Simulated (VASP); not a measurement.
**Se: relaxation of cell and atoms with PBE**

The system is Se.

```
Se
1.0
     2.63497    0.00000    0.00000
     0.00000    2.63497    0.00000
     0.00000    0.00000    4.35487
Se
1
Direct
  0.50000 0.50000 0.00000
```

```json
{
 "Program": "VASP 6.6.1",
 "Task": "relaxation of cell and atoms",
 "Functional": "PBE",
 "Potentials or basis": "VASP PAW PBE potentials, release 64 (Se)",
 "Cutoff": "600 eV",
 "k mesh": "20 × 20 × 14",
 "Occupations": "gaussian, width 0.1 eV",
 "Spin": "no spin polarisation",
 "Dipole correction": "no",
 "Further INCAR settings": "ALGO = Normal; EDIFF = 1e-06; IBRION = 2; EDIFFG = -0.01; NSW = 100; ISIF = 3"
}
```

| Property | Result |
| --- | --- |
| Pressure after relaxing | 0.0 GPa |
| Band gap on the k mesh | zero (band 3 reaches 5.60 eV, above the bottom of band 4 at 0.32 eV) |

Final structure:
```xyz
1
Lattice="2.6350 0.0000 0.0000 0.0000 2.6350 0.0000 0.0000 0.0000 4.3549" Properties=species:S:1:pos:R:3 pbc="T T T"
Se    1.3175    1.3175    0.0000
```

Levels at points of the mesh, in eV from the Fermi level:
```
           k point  band 1  band 2  band 3  band 4  band 5  band 6  band 7
(0.00, 0.00, 0.00)  -15.53   -3.27    3.79    3.90    3.90    9.69   11.79
(0.50, 0.00, 0.00)  -12.52   -6.68   -0.71    5.88    7.11    8.44    9.70
(0.50, 0.50, 0.00)   -9.35   -4.26   -4.26    1.59    4.17   10.57   10.57
(0.00, 0.00, 0.50)  -15.46   -4.36    3.94    3.94    8.91    9.80   10.85
(0.50, 0.00, 0.50)  -12.46   -6.58   -1.49    4.85    5.91   13.38   13.57
(0.50, 0.50, 0.50)   -9.30   -4.20   -4.20    1.04    4.42    8.80    8.80
```

Run time: 46 s on 1 thread of AMD EPYC 9R45 96-Core Processor (Zen 5), with other jobs on the host, peak memory 0.24 GiB.

Caveat: the relaxation stopped at its first step, so nothing moved.
